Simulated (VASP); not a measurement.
# BeTeS4 (I422) in VASP: single point with PBE

Aim: the single point of BeTeS4 with PBE.

All numbers are computed with VASP 6.6.1; they aren't measurements. Logs are shortened: lines on timing, memory, paths and dates and some standing lists are left out, and cuts for length are marked.

## Step 1: The cell of the first run

Symmetry: I422, No. 97, tetragonal system. Conventional cell: a = 6.052 Å, b = 6.052 Å, c = 6.428 Å, α = 90.00°, β = 90.00°, γ = 90.00°. Within 3.8 Å of Be (site symmetry 422) lie 8 S at 2.90 Å and 2 Te at 3.21 Å. Te (site symmetry 422) has 8 S at 2.90 Å and 2 Be at 3.21 Å within 3.8 Å. S (site symmetry 2) has 1 S at 2.07 Å within 2.7 Å.

The cell was generated, and may not be a known phase.

## Step 2: Single point, PBE

File INCAR:

```
ALGO = Normal
EDIFF = 1E-6
ENCUT = 600
GGA = PE
GGA_COMPAT = False
ISIF = 2
ISMEAR = 0
LASPH = True
LCHARG = False
LREAL = False
LWAVE = False
NBANDS = 25
NELM = 120
PREC = Accurate
SIGMA = 0.15
```

File KPOINTS:

```
k-points
0
Gamma
  3 3 3
```

File POSCAR:

```
BeTeS4
1.0
   -3.0260772776      3.0260772776      3.2140426016
    3.0260772776     -3.0260772776      3.2140426016
    3.0260772776      3.0260772776     -3.2140426016
Be Te S
1 1 4
Direct
    0.0000000000      0.0000000000      0.0000000000
    0.5000000000      0.5000000000      0.0000000000
    0.8708018756      0.3708018756      0.7416037513
    0.6291981244      0.1291981244      0.2583962487
    0.1291981244      0.8708018756      0.5000000000
    0.3708018756      0.6291981244      0.5000000000
```

Potentials or basis: VASP PAW PBE potentials, release 64 (Be, Te, S).

Run with:

```sh
> cat potpaw_PBE.64/Be/POTCAR potpaw_PBE.64/Te/POTCAR potpaw_PBE.64/S/POTCAR > POTCAR
> mpirun -np 1 vasp_std > vasp.out
```

OUTCAR:

```text
EDIFF = 1E-6
   ENCUT = 600
   GGA = PE
   ISIF = 2
   ISMEAR = 0
   LASPH = True
   LREAL = False
   NELM = 120
   PREC = Accurate

 ion  position               nearest neighbor table
   1  0.000  0.000  0.000-
   2  0.500  0.500  0.000-   3 2.90   4 2.90   5 2.90   6 2.90   6 2.90   5 2.90   4 2.90   3 2.90

   3  0.871  0.371  0.742-   4 2.07   2 2.90   2 2.90
   4  0.629  0.129  0.258-   3 2.07   2 2.90   2 2.90
   5  0.129  0.871  0.500-   6 2.07   2 2.90   2 2.90
   6  0.371  0.629  0.500-   5 2.07   2 2.90   2 2.90

  LATTYP: Found a body centered tetragonal cell.
 ALAT       =     6.0521545552
 C/A-ratio  =     1.0621151764

  Lattice vectors:

 A1 = (  -3.0260772776,   3.0260772776,   3.2140426016)
 A2 = (   3.0260772776,  -3.0260772776,   3.2140426016)
 A3 = (   3.0260772776,   3.0260772776,  -3.2140426016)

Analysis of symmetry for initial positions (statically):
=====================================================================
 Subroutine PRICEL returns:
 Original cell was already a primitive cell.

 Routine SETGRP: Setting up the symmetry group for a
 body centered tetragonal supercell.

 Subroutine GETGRP returns: Found  8 space group operations
 (whereof  8 operations were pure point group operations)
 out of a pool of 16 trial point group operations.

The static configuration has the point symmetry D_4 .

Analysis of symmetry for dynamics (positions and initial velocities):
=====================================================================
 Subroutine PRICEL returns:
 Original cell was already a primitive cell.

 Routine SETGRP: Setting up the symmetry group for a
 body centered tetragonal supercell.

 Subroutine GETGRP returns: Found  8 space group operations
 (whereof  8 operations were pure point group operations)
 out of a pool of 16 trial point group operations.

The dynamic configuration has the point symmetry D_4 .

 Subroutine INISYM returns: Found  8 space group operations
 (whereof  8 operations are pure point group operations),
 and found     1 'primitive' translations

----------------------------------------------------------------------------------------

                                     Primitive cell

  volume of cell :     117.7258

  direct lattice vectors                    reciprocal lattice vectors
    -3.026077278  3.026077278  3.214042602     0.000000000  0.165230414  0.155567322
     3.026077278 -3.026077278  3.214042602     0.165230414  0.000000000  0.155567322
     3.026077278  3.026077278 -3.214042602     0.165230414  0.165230414  0.000000000

  length of vectors
     5.352042341  5.352042341  5.352042341     0.226941140  0.226941140  0.233671092

  position of ions in fractional coordinates (direct lattice)
     0.000000000  0.000000000  0.000000000
     0.500000000  0.500000000  0.000000000
     0.870801876  0.370801876  0.741603751
     0.629198124  0.129198124  0.258396249
     0.129198124  0.870801876  0.500000000
     0.370801876  0.629198124  0.500000000

  ion indices of the primitive-cell ions
   primitive index   ion index
                 1           1
                 2           2
                 3           3
                 4           4
                 5           5
                 6           6

----------------------------------------------------------------------------------------

 KPOINTS: k-points

Automatic generation of k-mesh.
 Grid dimensions read from file:
 generate k-points for:    3    3    3

 Generating k-lattice:

  Cartesian coordinates                     Fractional coordinates (reciprocal lattice)
     0.000000000  0.055076805  0.051855774     0.333333333  0.000000000  0.000000000
     0.055076805  0.000000000  0.051855774     0.000000000  0.333333333  0.000000000
     0.055076805  0.055076805  0.000000000     0.000000000  0.000000000  0.333333333

  Length of vectors
     0.075647047  0.075647047  0.077890364

  Shift w.r.t. Gamma in fractional coordinates (k-lattice)
     0.000000000  0.000000000  0.000000000

 Subroutine IBZKPT returns following result:
 ===========================================

 Found      6 irreducible k-points:

 Following reciprocal coordinates:
            Coordinates               Weight
  0.000000  0.000000  0.000000      1.000000
  0.333333  0.000000 -0.000000      8.000000
  0.333333  0.333333 -0.000000      8.000000
 -0.333333  0.333333  0.000000      4.000000
 -0.333333  0.333333  0.333333      4.000000
 -0.333333 -0.333333  0.333333      2.000000
   k-points           NKPTS =      6   k-points in BZ     NKDIM =      6   number of bands    NBANDS=     25
   number of dos      NEDOS =    301   number of ions     NIONS =      6
   total plane-waves  NPLWV = 110592
   dimension x,y,z NGX =    48 NGY =   48 NGZ =   48
   dimension x,y,z NGXF=    96 NGYF=   96 NGZF=   96
   ions per type =               1   1   4
   NGX,Y,Z   is equivalent  to a cutoff of  14.91, 14.91, 14.91 a.u.
   NGXF,Y,Z  is equivalent  to a cutoff of  29.82, 29.82, 29.82 a.u.
 SYSTEM =  unknown system
   PREC   = accura    normal or accurate (medium, high low for compatibility)
   ISTART =      0    job   : 0-new  1-cont  2-samecut
   ICHARG =      2    charge: 1-file 2-atom 10-const
   ISPIN  =      1    spin polarized calculation?
   LNONCOLLINEAR =      F non collinear calculations
   LSORBIT =      F    spin-orbit coupling
   LASPH  =      T    aspherical Exc in radial PAW
   ENCUT  =  600.0 eV  44.10 Ry    6.64 a.u.  10.69 10.69 10.69*2*pi/ulx,y,z
   NELM   =    120;   NELMIN=  2; NELMDL= -5     # of ELM steps
   EDIFF  = 0.1E-05   stopping-criterion for ELM
   LREAL  =      F    real-space projection
   EDIFFG = 0.1E-04   stopping-criterion for IOM
   NSW    =      0    number of steps for IOM
   IBRION =     -1    ionic relax: 0-MD 1-quasi-New 2-CG
   NFREE  =      0    steps in history (QN), initial steepest desc. (CG)
   ISIF   =      2    stress and relaxation
   ISYM   =      2    0-nonsym 1-usesym 2-fastsym
   POTIM  = 0.5000    time-step for ionic-motion
   TEBEG  =    0.0;   TEEND  =   0.0 temperature during run
   PSTRESS=    0.0 pullay stress
   NELECT =      32.0000    total number of electrons
   NUPDOWN=      -1.0000    fix difference up-down
   EMIN   =  10.00;   EMAX   =-10.00  energy-range for DOS
   EFERMI =   0.00;   METHOD = LEGACY
   ISMEAR =     0;   SIGMA  =   0.15  broadening in eV -4-tet -1-fermi 0-gaus
   EFERMI_NEDOS =   21; number of points for ismear=-14 and -15
   IALGO  =     38    algorithm
   IMIX   =      4    mixing-type and parameters
     AMIX     =   0.40;   BMIX     =  1.00
     AMIX_MAG =   1.60;   BMIX_MAG =  1.00
  volume/ion in A,a.u.               =      19.62       132.41
  Fermi-wavevector in a.u.,A,eV,Ry     =   1.060476  2.004010 15.301246  1.124610
  Thomas-Fermi vector in A             =   2.195859
   LORBIT       =      0    0 simple, 1 ext, 2 COOP (PROOUT), +10 PAW based schemes
   GGA     = PE    functional components
   LHFCALC =     F    Hartree Fock is set to
   AEXX    =    0.0000 exact exchange contribution
   IVDW    =     0    specifies the selected vdW correction
   LEPSILON=     F    determine dielectric tensor
   LRPA    =     F    only Hartree local field effects (RPA)
 non-spin polarized calculation
 Gauss-broadening in eV      SIGMA  =   0.15
  energy-cutoff  :      600.00
  volume of cell :      117.73
 maximum number of plane-waves:      3940
 NGX is ok and might be reduce to    48
   NGX = 21   NGY = 21   NGZ = 21

 number of electron      32.0000002 magnetization

 Free energy of the ion-electron system (eV)
  ---------------------------------------------------
  ext. energy  EPLUGINS =         0.00000000
  ---------------------------------------------------
  free energy    TOTEN  =       -20.73069826 eV

  energy without entropy =      -20.70470230  energy(sigma->0) =      -20.71770028

 E-fermi :   6.3871     XC(G=0):  -9.8935

 val. band max:        6.2763518422   @ k =   0.3333   0.0000  -0.0000
 cond. band min:       6.4423569410   @ k =  -0.3333   0.3333   0.3333
 fundamental gap:      0.1660050988
 Fermi energy:         6.3871443246

 k-point     1 :       0.0000    0.0000    0.0000
  band No.  band energies     occupation
      1     -10.1164      2.00000
      2      -8.5105      2.00000
      3      -5.0758      2.00000
      4      -5.0758      2.00000
      5      -4.8937      2.00000
      6       0.4839      2.00000
      7       0.5668      2.00000
      8       0.5829      2.00000
      9       0.5829      2.00000
     10       1.2048      2.00000
     11       1.2257      2.00000
     12       2.5230      2.00000
     13       2.5230      2.00000
     14       3.6281      2.00000
     15       5.4327      2.00000
     16       6.1679      1.96125
     17       7.8214      0.00000
     18       7.8214      0.00000
     19       9.1987      0.00000
     20       9.1987      0.00000
     21       9.2775      0.00000
     22      10.8096      0.00000
     23      10.8096      0.00000
     24      10.8419      0.00000
     25      11.4470      0.00000

 k-point     2 :       0.3333    0.0000   -0.0000
  band No.  band energies     occupation
      1      -9.6800      2.00000
      2      -8.8430      2.00000
      3      -6.0947      2.00000
      4      -5.2447      2.00000
      5      -4.3615      2.00000
      6      -0.5440      2.00000
      7       0.2318      2.00000
      8       0.7242      2.00000
      9       1.6766      2.00000
     10       1.9079      2.00000
     11       2.6139      2.00000
     12       2.6725      2.00000
     13       3.4747      2.00000
     14       4.1106      2.00000
     15       4.5935      2.00000
     16       6.2764      1.70377
     17       6.8124      0.00006
     18       7.6771      0.00000
     19       8.1092      0.00000
     20       8.5384      0.00000
     21       9.1670      0.00000
     22       9.8082      0.00000
     23      10.5280      0.00000
     24      10.9689      0.00000
     25      12.6756      0.00000

 k-point     3 :       0.3333    0.3333   -0.0000
  band No.  band energies     occupation
      1      -9.2199      2.00000
      2      -9.1082      2.00000
      3      -6.8044      2.00000
      4      -5.3865      2.00000
      5      -3.8833      2.00000
      6      -0.4894      2.00000
      7       0.2691      2.00000
      8       1.0369      2.00000
      9       1.4272      2.00000
     10       2.1191      2.00000
     11       2.6654      2.00000
     12       2.7968      2.00000
     13       3.9103      2.00000
     14       4.1799      2.00000
     15       5.0374      2.00000
     16       5.9575      1.99995
     17       6.9480      0.00000
     18       7.6338      0.00000
     19       7.8337      0.00000
     20       8.3003      0.00000
     21       8.6923      0.00000
     22       9.5651      0.00000
     23      10.2084      0.00000
     24      10.8074      0.00000
     25      12.4189      0.00000

 k-point     4 :      -0.3333    0.3333    0.0000
  band No.  band energies     occupation
      1      -9.6690      2.00000
      2      -8.7203      2.00000
      3      -6.6633      2.00000
      4      -5.2161      2.00000
      5      -3.7766      2.00000
      6      -0.0962      2.00000
      7       0.0605      2.00000
      8       0.5870      2.00000
      9       0.6190      2.00000
     10       2.3132      2.00000
     11       2.5720      2.00000
     12       3.4472      2.00000
     13       3.6054      2.00000
     14       3.8935      2.00000
     15       4.4895      2.00000
     16       6.0069      1.99966
     17       7.0947      0.00000
     18       7.2287      0.00000
     19       8.3978      0.00000
     20       8.4332      0.00000
     21       9.0268      0.00000
     22       9.8181      0.00000
     23      10.6383      0.00000
     24      11.2580      0.00000
     25      12.0292      0.00000

 k-point     5 :      -0.3333    0.3333    0.3333
  band No.  band energies     occupation
      1      -9.3125      2.00000
      2      -8.9784      2.00000
      3      -6.4486      2.00000
      4      -5.5169      2.00000
      5      -4.5341      2.00000
      6      -0.5623      2.00000
      7      -0.1975      2.00000
      8       0.6835      2.00000
      9       2.2554      2.00000
     10       2.5358      2.00000
     11       2.7344      2.00000
     12       3.2321      2.00000
     13       4.1597      2.00000
     14       4.3375      2.00000
     15       5.1978      2.00000
     16       6.0416      1.99888
     17       6.4424      0.60268
     18       7.6252      0.00000
     19       7.9261      0.00000
     20       8.5658      0.00000
     21       8.8178      0.00000
     22      10.1291      0.00000
     23      10.7503      0.00000
     24      10.9409      0.00000
     25      12.3508      0.00000

 k-point     6 :      -0.3333   -0.3333    0.3333
  band No.  band energies     occupation
      1      -9.4364      2.00000
      2      -8.9197      2.00000
      3      -5.6084      2.00000
      4      -5.5543      2.00000
      5      -5.4396      2.00000
      6      -0.1640      2.00000
      7       0.5603      2.00000
      8       0.6828      2.00000
      9       0.8827      2.00000
     10       1.4795      2.00000
     11       3.1231      2.00000
     12       3.7326      2.00000
     13       4.5420      2.00000
     14       4.7343      2.00000
     15       5.1715      2.00000
     16       5.8217      2.00000
     17       6.7183      0.00179
     18       8.0118      0.00000
     19       8.1272      0.00000
     20       8.4444      0.00000
     21       8.9014      0.00000
     22       9.9257      0.00000
     23      10.2254      0.00000
     24      11.1407      0.00000
     25      11.3938      0.00000

------------------------ aborting loop because EDIFF is reached ----------------------------------------

  FORCE on cell =-STRESS in cart. coord.  units (eV):
  Direction    XX          YY          ZZ          XY          YZ          ZX
  --------------------------------------------------------------------------------------
  -------------------------------------------------------------------------------------
  Total       -0.6414320     -0.6414320     -0.2106190      0.0000000      0.0000000      0.0000000
  in kB       -8.7295037     -8.7295037     -2.8663983      0.0000000      0.0000000      0.0000000
  external PRESSURE =      -6.7751352 kB  Pullay stress =       0.0000000 kB

 VOLUME and BASIS-vectors are now :
 -----------------------------------------------------------------------------
  energy-cutoff  :      600.00
  volume of cell :      117.73
      direct lattice vectors                 reciprocal lattice vectors
    -3.026077278  3.026077278  3.214042602     0.000000000  0.165230414  0.155567322
     3.026077278 -3.026077278  3.214042602     0.165230414  0.000000000  0.155567322
     3.026077278  3.026077278 -3.214042602     0.165230414  0.165230414  0.000000000

 POSITION                                       TOTAL-FORCE (eV/Angst)
 -----------------------------------------------------------------------------------
      0.00000      0.00000      0.00000        -0.000000     -0.000000     -0.000000
      0.00000      0.00000      3.21404        -0.000000     -0.000000     -0.000000
      0.73111      3.75719      1.60702        -0.109172     -0.109172     -0.000000
     -0.73111      2.29497      1.60702         0.109172      0.109172     -0.000000
      3.75719     -0.73111      1.60702        -0.109172      0.109172      0.000000
      2.29497      0.73111      1.60702         0.109172     -0.109172     -0.000000
 -----------------------------------------------------------------------------------
    total drift:                               -0.000000      0.000000     -0.000000

  FREE ENERGIE OF THE ION-ELECTRON SYSTEM (eV)
  ---------------------------------------------------
  free  energy   TOTEN  =       -20.7306982625 eV

  energy  without entropy=      -20.7047022966  energy(sigma->0) =      -20.71770028
```

It took 33 s on 1 thread of Intel Xeon 8259CL, shared host; peak memory 0.29 GiB.

Results:

* Free energy: -20.7307 eV
* Pressure: -0.7 GPa
* Largest force: 0.154 eV/Å
* Band gap on the k mesh: 0.17 eV (least direct gap 0.40 eV)

Forces on the atoms (eV/Å):
```
Be   0.000  0.000  0.000
Te   0.000  0.000  0.000
S   -0.109 -0.109  0.000
S    0.109  0.109  0.000
S   -0.109  0.109  0.000
S    0.109 -0.109  0.000
```

Stress tensor (GPa, compression positive):
```
-0.87  0.00  0.00
 0.00 -0.87  0.00
 0.00  0.00 -0.29
```

Levels at points of the mesh, in eV from the valence-band top:
```
           k point  band 12  band 13  band 14  band 15  band 16  band 17  band 18  band 19  band 20  band 21
(0.00, 0.00, 0.00)    -3.75    -3.75    -2.65    -0.84    -0.11     1.54     1.54     2.92     2.92     3.00
```

Caveat: the k points lie up to 0.48 Å⁻¹ apart; spin-orbit coupling is left out, which moves the levels of the heavy elements.
